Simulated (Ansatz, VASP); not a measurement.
## Two plane-wave programs on InGa3P4

INCAR

```
  ALGO = Normal
  EDIFF = 1E-6
  ENCUT = 520
  GGA = PE
  ISIF = 2
  ISMEAR = 0
  LASPH = T
  LCHARG = F
  LREAL = F
  LWAVE = F
  NBANDS = 46
  NELM = 60
  PREC = Accurate
  SIGMA = 0.1
```

File KPOINTS:

```
k-points
0
Gamma
  4 4 2
```

File POSCAR:

```
InGa3P4
1.0
    3.8490441700      0.0000000000      0.0000000000
    0.0000000000      3.8490441700      0.0000000000
    0.0000000000      0.0000000000     10.8867409300
In Ga P
1 3 4
Direct
    0.5000000000      0.5000000000      0.0000000000
    0.0000000000      0.0000000000      0.7500000000
    0.0000000000      0.0000000000      0.2500000000
    0.5000000000      0.5000000000      0.5000000000
    0.5000000000      0.0000000000      0.8750000000
    0.0000000000      0.5000000000      0.1250000000
    0.5000000000      0.0000000000      0.3750000000
    0.0000000000      0.5000000000      0.6250000000
```

Input for Ansatz:

```yaml
crystal:
  lattice:
    - [3.84904417, 0.0, 0.0]
    - [0.0, 3.84904417, 0.0]
    - [0.0, 0.0, 10.88674093]
  atoms:
    - { symbol: In, position: [0.5, 0.5, 0.0] }
    - { symbol: Ga, position: [0.0, 0.0, 0.75] }
    - { symbol: Ga, position: [0.0, 0.0, 0.25] }
    - { symbol: Ga, position: [0.5, 0.5, 0.5] }
    - { symbol: P, position: [0.5, 0.0, 0.875] }
    - { symbol: P, position: [0.0, 0.5, 0.125] }
    - { symbol: P, position: [0.5, 0.0, 0.375] }
    - { symbol: P, position: [0.0, 0.5, 0.625] }
basis:
  ecutwfc: 420
kpoints:
  mp_grid: { grid: [4, 4, 2] }
hamiltonian:
  xc: pbe
scf:
  occupations: { method: gaussian, width: 0.1 }
  lower_state_search: "off"
output:
  forces: true
  stress: true
  eigenvalues: true
```

Alike in both runs: task single point; functional PBE; k mesh 4 × 4 × 2; occupations gaussian, width 0.1 eV; no spin polarisation.

|  | VASP | Ansatz |
| --- | --- | --- |
| version | VASP 6.6.1 | Ansatz 0.2.0 |
| potentials or method | VASP PAW PBE potentials, release 64 (In_d, Ga_d, P), cutoff 520 eV | scalar-relativistic, plane waves, PAW |
| valence electrons in the cell | 72 | 72 |

|  | VASP | Ansatz | Ansatz less VASP |
| --- | --- | --- | --- |
| gap on the k mesh at the Fermi level (eV) | 1.53 | 1.53 | +0.002 |
| least direct gap on the mesh (eV) | 1.53 | 1.53 | +0.001 |
| pressure (GPa) | 9.7 | 9.8 | +0.10 |
| traceless stress, the component that is largest in VASP (GPa) | -0.67 | -0.67 | -0.001 |
| rms of the force components (eV/Å) | 0.642 | 0.646 | +0.0043 |

Atom by atom the forces differ by 0.004 eV/Å (rms over components).
